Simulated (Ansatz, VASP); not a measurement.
# One calculation of Zn, two programs

```
Zn
1.0
     2.55579    0.00000    0.00000
     0.00000    2.55579    0.00000
     0.00000    0.00000    2.55579
Zn
1
Direct
  0.00000 0.00000 0.00000
```

Alike in both runs: task single point; functional LDA; k mesh 14 × 14 × 14; occupations fermi-dirac, width 0.1 eV; no spin polarisation.

|  | VASP | Ansatz |
| --- | --- | --- |
| version | VASP 6.6.1 | Ansatz 0.2.0 |
| potentials or method | VASP PAW LDA potentials, release 64 (Zn), cutoff 520 eV | plane waves (420 eV) with PAW, scalar-relativistic |
| valence electrons in the cell | 12 | 12 |

```tsv
	VASP	Ansatz	Ansatz less VASP
pressure (GPa)	-2.0	-2.4	-0.39
```

Ansatz warns that its potentials were made for another functional, while VASP's fit it. LDA's correlation is that of Perdew and Zunger in VASP and of Perdew and Wang (1992) in Ansatz.
